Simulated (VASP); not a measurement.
# NbP in VASP: further runs

The runs below take NbP through single point, with PBEsol.

Program: VASP 6.6.1. These are calculated values, not measurements. Logs are shortened: lines on timing, memory, paths and dates and some standing lists are left out, and cuts for length are marked.

### 1 The cell of the first run

It takes space group Imm2 (No. 44, orthorhombic). Conventional cell: a = 3.304 Å, b = 3.387 Å, c = 11.234 Å, α = 90.00°, β = 90.00°, γ = 90.00°. Within 3.3 Å of Nb (site symmetry mm2) lie 6 P at 2.51 to 2.54 Å and 4 Nb at 3.25 to 3.28 Å. Nb (site symmetry mm2) has 6 P at 2.53 to 2.54 Å and 4 Nb at 3.25 to 3.28 Å within 3.3 Å. P (site symmetry mm2) has 6 Nb at 2.53 to 2.54 Å and 4 P at 3.25 to 3.28 Å within 3.3 Å. Within 3.3 Å of P (site symmetry mm2) lie 6 Nb at 2.51 to 2.54 Å and 4 P at 3.25 to 3.28 Å.

### 2 Single point, PBEsol (uniaxial strain along a: +2.0 %)

Input file INCAR:

```
PREC = Accurate ; ENCUT = 520
EDIFF = 1E-6 ; ISMEAR = 0
SIGMA = 0.1 ; LREAL = False
LASPH = True ; NELM = 100
ALGO = Normal ; ISIF = 2
LWAVE = False ; LCHARG = True
GGA = PS ; LELF = True
LVHAR = True ; NBANDS = 46
```

Input file KPOINTS:

```
Automatic mesh
0
Gamma
  10 10 4
```

Input file POSCAR:

```
NbP
1.0
    3.3866550376      0.0000000000      0.0000000000
    0.0000000000      3.3036487867      0.0000000000
    0.0000000000      0.0000000000     11.2339359539
Nb P
4 4
Direct
    0.5000000000      0.5000000000      0.0005063826
    0.0000000000      0.5000000000      0.7500684570
    0.0000000000      0.0000000000      0.5005063826
    0.5000000000      0.0000000000      0.2500684570
    0.0000000000      0.0000000000      0.0825997529
    0.5000000000      0.0000000000      0.8320825575
    0.5000000000      0.5000000000      0.5825997529
    0.0000000000      0.5000000000      0.3320825575
```

Potentials or basis: VASP PAW PBE potentials, release 64 (Nb_sv, P).

Launch:

```bash
cat potpaw_PBE.64/Nb_sv/POTCAR potpaw_PBE.64/P/POTCAR > POTCAR
mpirun -np 1 vasp_std > vasp.out
```

OUTCAR:

```text
PREC = Accurate
   ENCUT = 520
   EDIFF = 1E-6
   ISMEAR = 0
   LREAL = False
   LASPH = True
   NELM = 100
   ISIF = 2
   GGA = PS

 ion  position               nearest neighbor table
   1  0.500  0.500  0.001-   6 2.51   6 2.51   5 2.54   5 2.54   5 2.54   5 2.54
   2  0.000  0.500  0.750-   7 2.53   7 2.53   6 2.54   6 2.54   6 2.54   6 2.54
   3  0.000  0.000  0.501-   8 2.51   8 2.51   7 2.54   7 2.54   7 2.54   7 2.54
   4  0.500  0.000  0.250-   5 2.53   5 2.53   8 2.54   8 2.54   8 2.54   8 2.54
   5  0.000  0.000  0.083-   4 2.53   4 2.53   1 2.54   1 2.54   1 2.54   1 2.54
   6  0.500  0.000  0.832-   1 2.51   1 2.51   2 2.54   2 2.54   2 2.54   2 2.54
   7  0.500  0.500  0.583-   2 2.53   2 2.53   3 2.54   3 2.54   3 2.54   3 2.54
   8  0.000  0.500  0.332-   3 2.51   3 2.51   4 2.54   4 2.54   4 2.54   4 2.54

  LATTYP: Found a simple orthorhombic cell.
 ALAT       =     3.3036487867
 B/A-ratio  =     1.0251256281
 C/A-ratio  =     3.4004631482

  Lattice vectors:

 A1 = (   0.0000000000,  -3.3036487867,   0.0000000000)
 A2 = (   3.3866550376,   0.0000000000,   0.0000000000)
 A3 = (   0.0000000000,   0.0000000000,  11.2339359539)

Analysis of symmetry for initial positions (statically):
=====================================================================
 Subroutine PRICEL returns following result:

  LATTYP: Found a body centered orthorhombic cell.
 ALAT       =     3.3036487867
 B/A-ratio  =     1.0251256281
 C/A-ratio  =     3.4004631482

  Lattice vectors:

 A1 = (   1.6933275188,   1.6518243933,   5.6169679769)
 A2 = (  -1.6933275188,  -1.6518243933,   5.6169679770)
 A3 = (   1.6933275188,  -1.6518243934,  -5.6169679770)

   2 primitive cells build up your supercell.

 Routine SETGRP: Setting up the symmetry group for a
 simple orthorhombic supercell.

 Subroutine GETGRP returns: Found  4 space group operations
 (whereof  4 operations were pure point group operations)
 out of a pool of  8 trial point group operations.

The static configuration has the point symmetry C_2v.

Analysis of symmetry for dynamics (positions and initial velocities):
=====================================================================
 Subroutine PRICEL returns following result:

  LATTYP: Found a body centered orthorhombic cell.
 ALAT       =     3.3036487867
 B/A-ratio  =     1.0251256281
 C/A-ratio  =     3.4004631482

  Lattice vectors:

[... 120 lines left out ...]
   NSW    =      0    number of steps for IOM
   IBRION =     -1    ionic relax: 0-MD 1-quasi-New 2-CG
   NFREE  =      0    steps in history (QN), initial steepest desc. (CG)
   ISIF   =      2    stress and relaxation
   ISYM   =      2    0-nonsym 1-usesym 2-fastsym
   POTIM  = 0.5000    time-step for ionic-motion
   TEBEG  =    0.0;   TEEND  =   0.0 temperature during run
   PSTRESS=    0.0 pullay stress
   NELECT =      72.0000    total number of electrons
   NUPDOWN=      -1.0000    fix difference up-down
   EMIN   =  10.00;   EMAX   =-10.00  energy-range for DOS
   EFERMI =   0.00;   METHOD = LEGACY
   ISMEAR =     0;   SIGMA  =   0.10  broadening in eV -4-tet -1-fermi 0-gaus
   EFERMI_NEDOS =   21; number of points for ismear=-14 and -15
   IALGO  =     38    algorithm
   IMIX   =      4    mixing-type and parameters
     AMIX     =   0.40;   BMIX     =  1.00
     AMIX_MAG =   1.60;   BMIX_MAG =  1.00
  volume/ion in A,a.u.               =      15.71       106.02
  Fermi-wavevector in a.u.,A,eV,Ry     =   1.359628  2.569324 25.151567  1.848588
  Thomas-Fermi vector in A             =   2.486360
   LORBIT       =      0    0 simple, 1 ext, 2 COOP (PROOUT), +10 PAW based schemes
   GGA     = PS    functional components
   LHFCALC =     F    Hartree Fock is set to
   AEXX    =    0.0000 exact exchange contribution
   IVDW    =     0    specifies the selected vdW correction
   LEPSILON=     F    determine dielectric tensor
   LRPA    =     F    only Hartree local field effects (RPA)
 non-spin polarized calculation
 Gauss-broadening in eV      SIGMA  =   0.10
  energy-cutoff  :      520.00
  volume of cell :      125.69
 maximum number of plane-waves:      3424
 NGX is ok and might be reduce to    28

 number of electron      72.0000000 magnetization

 Free energy of the ion-electron system (eV)
  ---------------------------------------------------
  ext. energy  EPLUGINS =         0.00000000
  ---------------------------------------------------
  free energy    TOTEN  =       -75.62752408 eV

  energy without entropy =      -75.61917931  energy(sigma->0) =      -75.62335170

 E-fermi :  10.7999     XC(G=0): -12.2219

 val. band max:       10.7983755169   @ k =   0.5000   0.0000   0.2500
 cond. band min:      10.8036578833   @ k =   0.0000   0.2000   0.2500
 fundamental gap:      0.0052823663
 Fermi energy:        10.7999371692

 k-point     1 :       0.0000    0.0000    0.0000
  band No.  band energies     occupation
      1     -43.9798      2.00000
      2     -43.9678      2.00000
      3     -43.9354      2.00000
      4     -43.9233      2.00000
      5     -20.3042      2.00000
      6     -20.1302      2.00000
[... 1165 lines left out ...]
     45      14.9092      0.00000
     46      14.9206      0.00000

 [... further k-points ...]

------------------------ aborting loop because EDIFF is reached ----------------------------------------

  FORCE on cell =-STRESS in cart. coord.  units (eV):
  Direction    XX          YY          ZZ          XY          YZ          ZX
  --------------------------------------------------------------------------------------
  -------------------------------------------------------------------------------------
  Total       -4.3315793     -0.8579957     -0.4306613      0.0000000      0.0000000      0.0000000
  in kB      -55.2153811    -10.9370183     -5.4897127      0.0000000      0.0000000      0.0000000
  external PRESSURE =     -23.8807041 kB  Pullay stress =       0.0000000 kB

 VOLUME and BASIS-vectors are now :
 -----------------------------------------------------------------------------
  energy-cutoff  :      520.00
  volume of cell :      125.69
      direct lattice vectors                 reciprocal lattice vectors
     3.386655038  0.000000000  0.000000000     0.295276604  0.000000000  0.000000000
     0.000000000  3.303648787  0.000000000     0.000000000  0.302695615  0.000000000
     0.000000000  0.000000000 11.233935954     0.000000000  0.000000000  0.089015996

 POSITION                                       TOTAL-FORCE (eV/Angst)
 -----------------------------------------------------------------------------------
      1.69333      1.65182      0.00569         0.000000     -0.000000      0.085982
      0.00000      1.65182      8.42622         0.000000      0.000000      0.003656
      0.00000      0.00000      5.62266        -0.000000      0.000000      0.085982
      1.69333      0.00000      2.80925         0.000000      0.000000      0.003656
      0.00000      0.00000      0.92792         0.000000      0.000000     -0.005414
      1.69333      0.00000      9.34756         0.000000      0.000000     -0.084224
      1.69333      1.65182      6.54489         0.000000     -0.000000     -0.005414
      0.00000      1.65182      3.73059         0.000000      0.000000     -0.084224
 -----------------------------------------------------------------------------------
    total drift:                               -0.000000      0.000000      0.000338

  FREE ENERGIE OF THE ION-ELECTRON SYSTEM (eV)
  ---------------------------------------------------
  free  energy   TOTEN  =       -75.6275240774 eV

  energy  without entropy=      -75.6191793132  energy(sigma->0) =      -75.62335170
```

OSZICAR:

```text
N       E                     dE             d eps       ncg     rms          rms(c)
DAV:   1     0.781156897579E+03    0.78116E+03   -0.37709E+04  9936   0.157E+03
DAV:   2    -0.987413461341E+01   -0.79103E+03   -0.77298E+03 12226   0.604E+02
DAV:   3    -0.756148592004E+02   -0.65741E+02   -0.64710E+02 16520   0.132E+02
DAV:   4    -0.800584138457E+02   -0.44436E+01   -0.44220E+01 16600   0.297E+01
DAV:   5    -0.802950286200E+02   -0.23661E+00   -0.23625E+00 16302   0.750E+00    0.188E+01
DAV:   6    -0.756398959217E+02    0.46551E+01   -0.21445E+01 14744   0.223E+01    0.693E+00
DAV:   7    -0.756377895731E+02    0.21063E-02   -0.16088E+00 15496   0.492E+00    0.386E+00
DAV:   8    -0.756283506102E+02    0.94390E-02   -0.19004E-01 15388   0.240E+00    0.846E-01
DAV:   9    -0.756318217179E+02   -0.34711E-02   -0.86348E-02 16096   0.192E+00    0.587E-01
DAV:  10    -0.756271012412E+02    0.47205E-02   -0.30941E-02 15620   0.120E+00    0.313E-01
DAV:  11    -0.756275721209E+02   -0.47088E-03   -0.49330E-03 13048   0.508E-01    0.782E-02
DAV:  12    -0.756275346107E+02    0.37510E-04   -0.42076E-04 17448   0.145E-01    0.417E-02
DAV:  13    -0.756275293503E+02    0.52604E-05   -0.42123E-05 17144   0.414E-02    0.198E-02
DAV:  14    -0.756275249573E+02    0.43930E-05   -0.84422E-06 13744   0.148E-02    0.715E-03
DAV:  15    -0.756275240774E+02    0.87985E-06   -0.13327E-06  7768   0.939E-03
   1 F= -.75627524E+02 E0= -.75623352E+02  d E =-.834476E-02
```

stdout:

```text
POSCAR found type information on POSCAR NbP
 POSCAR found :  2 types and       8 ions
 scaLAPACK will be used
 -----------------------------------------------------------------------------
|                                                                             |
|                                                                             |
|     You enforced a specific xc type in the INCAR file but a different       |
|     I HOPE YOU KNOW WHAT YOU ARE DOING!                                     |
|                                                                             |
 -----------------------------------------------------------------------------

 LDA part: xc-table for (Slater+PW92), standard interpolation
 POSCAR, INCAR and KPOINTS ok, starting setup
 FFT: planning ... GRIDC
 FFT: planning ... GRID_SOFT
 FFT: planning ... GRID
 WAVECAR not read
 entering main loop
```

Wall time 19 min (1 thread of Intel Xeon 8259CL, shared host); peak memory 0.56 GiB.

Results:

```yaml
Free_energy: -75.6275 eV
Pressure: -2.4 GPa
Largest_force: 0.086 eV/Å
Band_gap_on_the_k_mesh: zero (band 36 reaches 10.83 eV, above the bottom of band 37 at 10.81 eV)
```

Forces on the atoms (eV/Å):
```
Nb   0.000  0.000  0.086
Nb   0.000  0.000  0.004
Nb   0.000  0.000  0.086
Nb   0.000  0.000  0.004
P    0.000  0.000 -0.005
P    0.000  0.000 -0.084
P    0.000  0.000 -0.005
P    0.000  0.000 -0.084
```

Caveat: the cell differs from its parent crystal (uniaxial strain along a: +2.0 %); the PAW data sets were made with another functional, which shifts forces and pressure a little.

### 3 Single point, PBEsol

This run uses another cell than the first one: it holds 4 atoms, not 8.

Input file INCAR:

```
SYSTEM = NbP
PREC = Accurate ; ENCUT = 520
EDIFF = 1E-6 ; ISMEAR = 0
SIGMA = 0.1 ; LREAL = .FALSE.
LASPH = .TRUE. ; NELM = 80
ALGO = Normal ; ISIF = 2
LWAVE = .FALSE. ; LCHARG = .FALSE.
GGA = PS ; NBANDS = 26
```

Input file KPOINTS:

```
regular mesh
0
G
  18 18 18
  0 0 0
```

Input file POSCAR:

```
NbP
1.0
   -1.6601250184      1.6601250184      5.6451939467
    1.6601250184     -1.6601250184      5.6451939467
    1.6601250184      1.6601250184     -5.6451939467
Nb P
2 2
Direct
    0.7501874488      0.7501874488      0.0000000000
    0.5001874488      1.0001874488      0.5000000000
    0.3324411262      0.3324411262      0.0000000000
    0.0824411262      0.5824411262      0.5000000000
```

Potentials or basis: VASP PAW PBE potentials, release 64 (Nb_sv, P).

Launch:

```bash
cat potpaw_PBE.64/Nb_sv/POTCAR potpaw_PBE.64/P/POTCAR > POTCAR
mpirun -np 1 vasp_std > vasp.out
```

Wall time 46 min (1 thread of Intel Xeon 8259CL, shared host); peak memory 0.82 GiB.

It converged, with:

| Quantity | Value |
| --- | --- |
| Free energy | -37.8413 eV |
| Pressure | -0.2 GPa |
| Band gap on the k mesh | zero (band 18 reaches 10.99 eV, above the bottom of band 19 at 10.90 eV) |

Forces on the atoms (eV/Å):
```
Nb   0.000  0.000 -0.003
Nb   0.000  0.000 -0.003
P    0.000  0.000  0.003
P    0.000  0.000  0.003
```

Levels at points of the mesh, in eV from the Fermi level:
| k point | band 14 | band 15 | band 16 | band 17 | band 18 | band 19 | band 20 | band 21 | band 22 | band 23 |
| --- | --- | --- | --- | --- | --- | --- | --- | --- | --- | --- |
| (0.00, 0.00, 0.00) | -2.28 | -2.23 | -1.76 | -1.37 | -1.37 | 0.82 | 1.66 | 2.79 | 3.26 | 3.26 |
| (0.50, 0.00, 0.00) | -3.33 | -2.39 | -1.87 | -1.57 | -0.07 | 0.05 | 1.36 | 2.58 | 2.74 | 3.41 |
| (0.50, 0.50, 0.00) | -4.72 | -2.85 | -2.85 | -0.45 | -0.45 | 3.09 | 3.09 | 3.22 | 3.22 | 4.27 |
| (0.50, 0.50, 0.50) | -2.81 | -2.78 | -2.78 | -0.49 | -0.49 | 1.21 | 1.21 | 2.44 | 2.44 | 3.80 |

Caveat: the PAW data sets were made with another functional, which shifts forces and pressure a little.

(Part 1 of 2 ends here.)
